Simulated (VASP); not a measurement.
# Sn2GeO3 (P-3m1) in VASP: notebook

Sn2GeO3 is run at these levels: PBE; tasks: single point, relaxation of cell and atoms.

Everything below comes from runs of VASP 6.6.1. Logs are shortened: lines on timing, memory, paths and dates and some standing lists are left out, and cuts for length are marked.

## 1. The cell of the first run

It takes space group P-3m1 (No. 164, trigonal). The conventional cell has a = 4.112 Å, b = 4.112 Å, c = 5.993 Å, α = 90.00°, β = 90.00°, γ = 120.00°. Within 2.8 Å of Sn (site symmetry 3m) lie 7 O at 2.08 to 2.61 Å. Ge (site symmetry -3m) has 8 O at 3.00 to 3.10 Å and 6 Sn at 3.06 Å within 3.9 Å. O (site symmetry -3m) has 6 O at 2.58 Å and 6 Sn at 2.61 Å and 2 Ge at 3.00 Å within 3.4 Å. O (site symmetry 3m) has 4 Sn at 2.08 to 2.37 Å and 3 O at 2.58 Å within 2.8 Å.

## 2. Single point, PBE

INCAR

```
SYSTEM = Sn2GeO3
PREC = Accurate
ENCUT = 520
EDIFF = 1E-6
ISMEAR = 0
SIGMA = 0.1
LREAL = .FALSE.
LASPH = .TRUE.
NELM = 60
ALGO = Normal
ISIF = 2
LWAVE = .FALSE.
LCHARG = .FALSE.
GGA = PE
NBANDS = 39
```

KPOINTS

```
Automatic mesh
0
G
  6 6 4
  0 0 0
```

POSCAR

```
Sn2GeO3
1.0
    4.1118567682      0.0000000027      0.0000000000
   -2.0559283865      3.5609724166      0.0000000000
    0.0000000000      0.0000000000      5.9929420509
Sn Ge O
2 1 3
Direct
    0.6666666667      0.3333333333      0.6790435761
    0.3333333333      0.6666666667      0.3209564239
    0.0000000000      0.0000000000      0.0000000000
    0.0000000000      0.0000000000      0.5000000000
    0.6666666667      0.3333333333      0.3314961992
    0.3333333333      0.6666666667      0.6685038008
```

Potentials or basis: VASP PAW PBE potentials, release 64 (Sn_d, Ge_d, O).

The run is started by

```
$ cat potpaw_PBE.64/Sn_d/POTCAR potpaw_PBE.64/Ge_d/POTCAR potpaw_PBE.64/O/POTCAR > POTCAR
$ mpirun -np 1 vasp_std > vasp.out
```

OUTCAR:

```text
SYSTEM = Sn2GeO3
   PREC = Accurate
   ENCUT = 520
   EDIFF = 1E-6
   ISMEAR = 0
   LREAL = .FALSE.
   LASPH = .TRUE.
   NELM = 60
   ISIF = 2
   GGA = PE

 ion  position               nearest neighbor table
   1  0.667  0.333  0.679-   5 2.08   6 2.37   6 2.37   6 2.37   4 2.61   4 2.61   4 2.61   3 3.06
                             3 3.06   3 3.06   2 3.20   2 3.20   2 3.20
   2  0.333  0.667  0.321-   6 2.08   5 2.37   5 2.37   5 2.37   4 2.61   4 2.61   4 2.61   3 3.06
                             3 3.06   3 3.06   1 3.20   1 3.20   1 3.20
   3  0.000  0.000  0.000-   1 3.06   2 3.06   1 3.06   2 3.06   1 3.06   2 3.06
   4  0.000  0.000  0.500-   1 2.61   2 2.61   1 2.61   2 2.61   1 2.61   2 2.61
   5  0.667  0.333  0.331-   1 2.08   2 2.37   2 2.37   2 2.37
   6  0.333  0.667  0.669-   2 2.08   1 2.37   1 2.37   1 2.37

  LATTYP: Found a hexagonal cell.
 ALAT       =     4.1118567682
 C/A-ratio  =     1.4574783094

  Lattice vectors:

 A1 = (   4.1118567682,   0.0000000027,   0.0000000000)
 A2 = (  -2.0559283865,   3.5609724166,   0.0000000000)
 A3 = (   0.0000000000,   0.0000000000,   5.9929420509)

Analysis of symmetry for initial positions (statically):
=====================================================================
 Subroutine PRICEL returns:
 Original cell was already a primitive cell.

 Routine SETGRP: Setting up the symmetry group for a
 hexagonal supercell.

 Subroutine GETGRP returns: Found 12 space group operations
 (whereof 12 operations were pure point group operations)
 out of a pool of 24 trial point group operations.

The static configuration has the point symmetry D_3d.

Analysis of symmetry for dynamics (positions and initial velocities):
=====================================================================
 Subroutine PRICEL returns:
 Original cell was already a primitive cell.

 Routine SETGRP: Setting up the symmetry group for a
 hexagonal supercell.

 Subroutine GETGRP returns: Found 12 space group operations
 (whereof 12 operations were pure point group operations)
 out of a pool of 24 trial point group operations.

The dynamic configuration has the point symmetry D_3d.

 Subroutine INISYM returns: Found 12 space group operations
 (whereof 12 operations are pure point group operations),
 and found     1 'primitive' translations

----------------------------------------------------------------------------------------

                                     Primitive cell

  volume of cell :      87.7499

  direct lattice vectors                    reciprocal lattice vectors
     4.111856768  0.000000003  0.000000000     0.243199133  0.140411085  0.000000000
    -2.055928387  3.560972417  0.000000000    -0.000000000  0.280822170  0.000000000
     0.000000000  0.000000000  5.992942051     0.000000000  0.000000000  0.166862952

  length of vectors
     4.111856768  4.111856768  5.992942051     0.280822170  0.280822170  0.166862952

  position of ions in fractional coordinates (direct lattice)
     0.666666667  0.333333333  0.679043576
     0.333333333  0.666666667  0.320956424
     0.000000000  0.000000000  0.000000000
     0.000000000  0.000000000  0.500000000
     0.666666667  0.333333333  0.331496199
     0.333333333  0.666666667  0.668503801

  ion indices of the primitive-cell ions
   primitive index   ion index
                 1           1
                 2           2
                 3           3
                 4           4
                 5           5
                 6           6

----------------------------------------------------------------------------------------

 KPOINTS: Automatic mesh

Automatic generation of k-mesh.
 Grid dimensions read from file:
 generate k-points for:    6    6    4

 Generating k-lattice:

  Cartesian coordinates                     Fractional coordinates (reciprocal lattice)
     0.040533189  0.023401847  0.000000000     0.166666667 -0.000000000  0.000000000
    -0.000000000  0.046803695  0.000000000     0.000000000  0.166666667  0.000000000
     0.000000000  0.000000000  0.041715738     0.000000000  0.000000000  0.250000000

  Length of vectors
     0.046803695  0.046803695  0.041715738

  Shift w.r.t. Gamma in fractional coordinates (k-lattice)
     0.000000000  0.000000000  0.000000000

 Subroutine IBZKPT returns following result:
 ===========================================

 Found     24 irreducible k-points:

 Following reciprocal coordinates:
            Coordinates               Weight
  0.000000  0.000000  0.000000      1.000000
  0.166667 -0.000000  0.000000      6.000000
  0.333333  0.000000  0.000000      6.000000
  0.500000  0.000000  0.000000      3.000000
  0.166667  0.166667  0.000000      6.000000
  0.333333  0.166667  0.000000     12.000000
[... 16 lines left out ...]
  0.333333  0.166667  0.500000     12.000000
  0.333333  0.333333  0.500000      2.000000
   k-points           NKPTS =     24   k-points in BZ     NKDIM =     24   number of bands    NBANDS=     39
   number of dos      NEDOS =    301   number of ions     NIONS =      6
   total plane-waves  NPLWV =  49152
   dimension x,y,z NGX =    32 NGY =   32 NGZ =   48
   dimension x,y,z NGXF=    64 NGYF=   64 NGZF=   96
   ions per type =               2   1   3
   NGX,Y,Z   is equivalent  to a cutoff of  12.94, 12.94, 13.32 a.u.
   NGXF,Y,Z  is equivalent  to a cutoff of  25.88, 25.88, 26.63 a.u.
 SYSTEM =  Sn2GeO3
   PREC   = accura    normal or accurate (medium, high low for compatibility)
   ISTART =      0    job   : 0-new  1-cont  2-samecut
   ICHARG =      2    charge: 1-file 2-atom 10-const
   ISPIN  =      1    spin polarized calculation?
   LNONCOLLINEAR =      F non collinear calculations
   LSORBIT =      F    spin-orbit coupling
   LASPH  =      T    aspherical Exc in radial PAW
   ENCUT  =  520.0 eV  38.22 Ry    6.18 a.u.   7.65  7.65 11.14*2*pi/ulx,y,z
   NELM   =     60;   NELMIN=  2; NELMDL= -5     # of ELM steps
   EDIFF  = 0.1E-05   stopping-criterion for ELM
   LREAL  =      F    real-space projection
   EDIFFG = 0.1E-04   stopping-criterion for IOM
   NSW    =      0    number of steps for IOM
   IBRION =     -1    ionic relax: 0-MD 1-quasi-New 2-CG
   NFREE  =      0    steps in history (QN), initial steepest desc. (CG)
   ISIF   =      2    stress and relaxation
   ISYM   =      2    0-nonsym 1-usesym 2-fastsym
   POTIM  = 0.5000    time-step for ionic-motion
   TEBEG  =    0.0;   TEEND  =   0.0 temperature during run
   PSTRESS=    0.0 pullay stress
   NELECT =      60.0000    total number of electrons
   NUPDOWN=      -1.0000    fix difference up-down
   EMIN   =  10.00;   EMAX   =-10.00  energy-range for DOS
   EFERMI =   0.00;   METHOD = LEGACY
   ISMEAR =     0;   SIGMA  =   0.10  broadening in eV -4-tet -1-fermi 0-gaus
   EFERMI_NEDOS =   21; number of points for ismear=-14 and -15
   IALGO  =     38    algorithm
   IMIX   =      4    mixing-type and parameters
     AMIX     =   0.40;   BMIX     =  1.00
     AMIX_MAG =   1.60;   BMIX_MAG =  1.00
  volume/ion in A,a.u.               =      14.62        98.69
  Fermi-wavevector in a.u.,A,eV,Ry     =   1.442258  2.725473 28.301598  2.080109
  Thomas-Fermi vector in A             =   2.560799
   LORBIT       =      0    0 simple, 1 ext, 2 COOP (PROOUT), +10 PAW based schemes
   GGA     = PE    functional components
   LHFCALC =     F    Hartree Fock is set to
   AEXX    =    0.0000 exact exchange contribution
   IVDW    =     0    specifies the selected vdW correction
   LEPSILON=     F    determine dielectric tensor
   LRPA    =     F    only Hartree local field effects (RPA)
 non-spin polarized calculation
 Gauss-broadening in eV      SIGMA  =   0.10
  energy-cutoff  :      520.00
  volume of cell :       87.75
 maximum number of plane-waves:      2393
 NGX is ok and might be reduce to    32
   NGX = 15   NGY = 15   NGZ = 23

 number of electron      59.9999983 magnetization

 Free energy of the ion-electron system (eV)
  ---------------------------------------------------
  ext. energy  EPLUGINS =         0.00000000
  ---------------------------------------------------
  free energy    TOTEN  =       -29.91860269 eV

  energy without entropy =      -29.91503562  energy(sigma->0) =      -29.91681916

 E-fermi :   7.2955     XC(G=0): -11.2294

 val. band max:        7.2728522631   @ k =  -0.0000   0.3333   0.2500
 cond. band min:       7.4845691862   @ k =   0.0000   0.0000   0.2500
 fundamental gap:      0.2117169231
 Fermi energy:         7.2955352388

 k-point     1 :       0.0000    0.0000    0.0000
  band No.  band energies     occupation
      1     -18.2884      2.00000
      2     -18.2815      2.00000
      3     -18.2815      2.00000
      4     -18.2303      2.00000
      5     -18.2303      2.00000
      6     -14.4194      2.00000
[... 31 lines left out ...]
     38      14.6312      0.00000
     39      15.3922      0.00000

 k-point     2 :       0.1667   -0.0000    0.0000
  band No.  band energies     occupation
      1     -18.2880      2.00000
      2     -18.2818      2.00000
      3     -18.2815      2.00000
      4     -18.2303      2.00000
      5     -18.2294      2.00000
      6     -14.4100      2.00000
[... 31 lines left out ...]
     38      14.4689      0.00000
     39      14.8081      0.00000

 k-point     3 :       0.3333    0.0000    0.0000
  band No.  band energies     occupation
      1     -18.2871      2.00000
      2     -18.2824      2.00000
      3     -18.2817      2.00000
      4     -18.2304      2.00000
      5     -18.2276      2.00000
      6     -14.3859      2.00000
[... 832 lines left out ...]
 k-point    23 :       0.3333    0.1667    0.5000
  band No.  band energies     occupation
      1     -18.2864      2.00000
      2     -18.2826      2.00000
      3     -18.2819      2.00000
      4     -18.2297      2.00000
      5     -18.2273      2.00000
      6     -14.3530      2.00000
[... 31 lines left out ...]
     38      15.2861      0.00000
     39      15.9229      0.00000

 k-point    24 :       0.3333    0.3333    0.5000
  band No.  band energies     occupation
      1     -18.2861      2.00000
      2     -18.2824      2.00000
      3     -18.2824      2.00000
      4     -18.2283      2.00000
      5     -18.2283      2.00000
      6     -14.2963      2.00000
[... 31 lines left out ...]
     38      14.9060      0.00000
     39      15.1931      0.00000

------------------------ aborting loop because EDIFF is reached ----------------------------------------

  FORCE on cell =-STRESS in cart. coord.  units (eV):
  Direction    XX          YY          ZZ          XY          YZ          ZX
  --------------------------------------------------------------------------------------
  -------------------------------------------------------------------------------------
  Total        0.1337977      0.1337977      0.0460001     -0.0000000     -0.0000000      0.0000000
  in kB        2.4429387      2.4429387      0.8398910     -0.0000000     -0.0000000      0.0000000
  external PRESSURE =       1.9085895 kB  Pullay stress =       0.0000000 kB

 VOLUME and BASIS-vectors are now :
 -----------------------------------------------------------------------------
  energy-cutoff  :      520.00
  volume of cell :       87.75
      direct lattice vectors                 reciprocal lattice vectors
     4.111856768  0.000000003  0.000000000     0.243199133  0.140411085  0.000000000
    -2.055928387  3.560972417  0.000000000    -0.000000000  0.280822170  0.000000000
     0.000000000  0.000000000  5.992942051     0.000000000  0.000000000  0.166862952

 POSITION                                       TOTAL-FORCE (eV/Angst)
 -----------------------------------------------------------------------------------
      2.05593      1.18699      4.06947        -0.000000      0.000000      0.072149
     -0.00000      2.37398      1.92347         0.000000     -0.000000     -0.072149
      0.00000      0.00000      0.00000         0.000000      0.000000      0.000000
      0.00000      0.00000      2.99647         0.000000      0.000000      0.000000
      2.05593      1.18699      1.98664        -0.000000     -0.000000     -0.049654
     -0.00000      2.37398      4.00630        -0.000000      0.000000      0.049654
 -----------------------------------------------------------------------------------
    total drift:                               -0.000000      0.000000     -0.000000

  FREE ENERGIE OF THE ION-ELECTRON SYSTEM (eV)
  ---------------------------------------------------
  free  energy   TOTEN  =       -29.9186026946 eV

  energy  without entropy=      -29.9150356242  energy(sigma->0) =      -29.91681916
```

Wall time 75 s (1 thread of Intel Xeon 6975P-C (Granite Rapids), shared host); peak memory 0.24 GiB.

What came out:

| Quantity | Value |
| --- | --- |
| Free energy | -29.9186 eV |
| Pressure | 0.2 GPa |
| Largest force | 0.072 eV/Å |
| Band gap on the k mesh | zero (band 30 reaches 7.77 eV, above the bottom of band 31 at 7.21 eV) |

Forces in eV/Å, atoms in the order of the input:
```
Sn   0.000  0.000  0.072
Sn   0.000  0.000 -0.072
Ge   0.000  0.000  0.000
O    0.000  0.000  0.000
O    0.000  0.000 -0.050
O    0.000  0.000  0.050
```

Stress tensor (GPa, compression positive):
```
0.24 0.00 0.00
0.00 0.24 0.00
0.00 0.00 0.08
```

Caveat: spin-orbit coupling is left out, which moves the levels of the heavy elements.

## 3. Relaxation of cell and atoms, PBE

This run uses another cell than the first one, of 18.76 Å³/atom, 1.283 times its volume.

INCAR

```
ALGO     = Normal         # electronic algorithm
EDIFF    = 1E-6           # SCF threshold, eV
EDIFFG   = -0.04          # ionic threshold
ENCUT    = 600            # plane-wave cutoff, eV
GGA      = PE             # functional
IBRION   = 2              # ionic algorithm
ISIF     = 3              # what is computed and relaxed
ISMEAR   = 0              # smearing method
LASPH    = T              # aspherical terms in the spheres
LCHARG   = F              # write CHGCAR
LREAL    = F              # projectors in reciprocal space
LWAVE    = F              # write WAVECAR
NELM     = 80             # most SCF steps
NSW      = 90             # ionic steps
PREC     = Accurate       # precision mode
SIGMA    = 0.1            # smearing width, eV
```

KPOINTS

```
k-points
0
Gamma
  6 6 4
```

POSCAR

```
Sn2GeO3
1.0
    4.3314364100      0.0000000000      0.0000000000
   -2.1657182100      3.7511339700      0.0000000000
    0.0000000000      0.0000000000      6.9270755600
Sn Ge O
2 1 3
Direct
    0.6666666700      0.3333333300      0.7445280600
    0.3333333300      0.6666666700      0.2554719400
    0.0000000000      0.0000000000      0.0000000000
    0.0000000000      0.0000000000      0.5000000000
    0.6666666700      0.3333333300      0.3533428000
    0.3333333300      0.6666666700      0.6466572000
```

Potentials or basis: VASP PAW PBE potentials, release 64 (Sn_d, Ge_d, O).

The run is started by

```
$ cat potpaw_PBE.64/Sn_d/POTCAR potpaw_PBE.64/Ge_d/POTCAR potpaw_PBE.64/O/POTCAR > POTCAR
$ mpirun -np 1 vasp_std > vasp.out
```

Wall time 20 min (1 thread of Intel Xeon 6975P-C (Granite Rapids), shared host); peak memory 0.34 GiB.

It converged, with:

| Item | Value |
| --- | --- |
| Free energy | -29.9593 eV |
| Relaxed volume | 14.53 Å³/atom |
| Relaxed cell | a = 4.141 Å, b = 4.141 Å, c = 5.873 Å, α = 90.00°, β = 90.00°, γ = 120.00° |
| Space group after relaxing (to 0.05 Å) | P-3m1 (No. 164) |
| Energy gained by relaxing | 679.5 meV/atom |
| Ionic steps | 21 |
| Pressure after relaxing | 0.3 GPa |
| Largest force after relaxing | 0.009 eV/Å |
| Band gap on the k mesh | zero (band 30 reaches 7.75 eV, above the bottom of band 31 at 7.21 eV) |

Forces on the atoms (eV/Å):
```
Sn   0.000  0.000 -0.004
Sn   0.000  0.000  0.004
Ge   0.000  0.000  0.000
O    0.000  0.000  0.000
O    0.000  0.000  0.009
O    0.000  0.000 -0.009
```

Stress tensor (GPa, compression positive):
```
0.35 0.00 0.00
0.00 0.35 0.00
0.00 0.00 0.23
```

The path:
```csv
step,energy change (eV),largest force (eV/Å),pressure (GPa),volume (Å³)
1,0.0000,3.1782,-15.74,112.55
2,-2.9938,3.2360,-2.04,85.11
3,-3.1439,2.6615,8.48,78.66
4,-3.6991,1.0714,14.32,79.01
5,-3.7159,0.8880,13.02,78.97
6,-3.9932,0.6087,-5.05,92.32
7,-4.0630,0.3573,-0.57,87.73
8,-4.0629,0.3463,-0.36,87.55
9,-4.0713,0.1003,0.21,87.80
10,-4.0713,0.1101,0.19,87.82
11,-4.0723,0.0536,-0.12,88.09
12,-4.0724,0.0227,-0.32,88.23
13,-4.0732,0.0534,-0.11,88.03
14,-4.0734,0.0948,0.11,87.82
15,-4.0740,0.0588,0.06,87.75
16,-4.0748,0.0997,-0.16,87.59
17,-4.0753,0.0867,0.01,87.50
18,-4.0763,0.0428,0.24,87.21
19,-4.0749,0.0747,0.99,86.61
20,-4.0765,0.0222,0.44,87.07
21,-4.0771,0.0090,0.31,87.21
```

Final structure:
```yaml
crystal:
  lattice:
    - [4.14084, 0.00000, 0.00000]
    - [-2.07042, 3.58607, 0.00000]
    - [0.00000, 0.00000, 5.87276]
  atoms:
    - { symbol: Sn, position: [0.66667, 0.33333, 0.68149] }
    - { symbol: Sn, position: [0.33333, 0.66667, 0.31851] }
    - { symbol: Ge, position: [0.00000, 0.00000, 0.00000] }
    - { symbol: O, position: [0.00000, 0.00000, 0.50000] }
    - { symbol: O, position: [0.66667, 0.33333, 0.32763] }
    - { symbol: O, position: [0.33333, 0.66667, 0.67237] }
```

Levels at points of the mesh, in eV from the Fermi level:
| k point | band 28 | band 29 | band 30 | band 31 | band 32 | band 33 |
| --- | --- | --- | --- | --- | --- | --- |
| (0.00, 0.00, 0.00) | -1.87 | -1.07 | -0.14 | 1.00 | 1.00 | 2.92 |
| (0.50, 0.00, 0.00) | -0.98 | -0.93 | -0.84 | 0.68 | 1.64 | 3.37 |
| (0.00, 0.00, 0.50) | -1.93 | -1.93 | 0.44 | 0.47 | 0.47 | 3.21 |
| (0.50, 0.00, 0.50) | -1.05 | -0.73 | -0.13 | 0.47 | 0.53 | 1.71 |

Caveat: the volume moved by over 15 % at a fixed basis, so the end points are rough; spin-orbit coupling is left out, which moves the levels of the heavy elements.
